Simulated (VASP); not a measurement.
Set up this calculation in VASP 6.6.1, as the native input.

| Item | Value |
| --- | --- |
| Task | single point |
| Functional | LDA |
| Potentials or basis | VASP PAW LDA potentials, release 64 (Be, C) |
| Cutoff | 520 eV |
| k mesh | 9 × 9 × 9 |
| Occupations | fermi-dirac, width 0.1 eV |
| Spin | no spin polarisation |
| Dipole correction | no |
| Further INCAR settings | ALGO = Normal; EDIFF = 1e-07; NBANDS = 10 |

The structure of BeC lies in POSCAR:

```
BeC
1.0
    1.1700339400      0.6755194100      3.8403490800
   -1.1700339400      0.6755194100      3.8403490800
    0.0000000000     -1.3510388300      3.8403490800
Be C
1 1
Direct
    0.0070840000     -0.0098960000      0.0043130000
    0.5179790000      0.5029620000      0.5021420000
```

One way to write it, as run:

INCAR

```
SYSTEM = BeC
PREC     = Accurate       ! precision mode
ENCUT    = 520            ! plane-wave cutoff, eV
EDIFF    = 1E-7           ! SCF threshold, eV
ISMEAR   = -1             ! smearing method
SIGMA    = 0.1            ! smearing width, eV
LREAL    = .False.        ! projectors in reciprocal space
LASPH    = .True.         ! aspherical terms in the spheres
NELM     = 60             ! most SCF steps
ALGO     = Normal         ! electronic algorithm
ISIF     = 2              ! what is computed and relaxed
LWAVE    = .False.        ! write WAVECAR
LCHARG   = .True.         ! write CHGCAR
LELF     = .True.         ! ELF
LVHAR    = .True.       
NBANDS   = 10             ! bands
```

KPOINTS

```
Automatic mesh
0
Gamma
  9 9 9
  0 0 0
```

Potentials or basis: VASP PAW LDA potentials, release 64 (Be, C).

Command:

```console
$ cat potpaw_LDA.64/Be/POTCAR potpaw_LDA.64/C/POTCAR > POTCAR
$ mpirun -np 1 vasp_std > vasp.out
```

It gave:

```
Pressure               : -32.1 GPa
Largest force          : 0.308 eV/Å
Band gap on the k mesh : zero (bands 3 and 4 overlap by 5.22 eV)
```

Caveat: the stress differs along the axes, from -58 to -19 GPa.

It took 3.3 min on 1 thread of Intel Xeon 8259CL, on a shared host, peak memory 0.2 GiB.
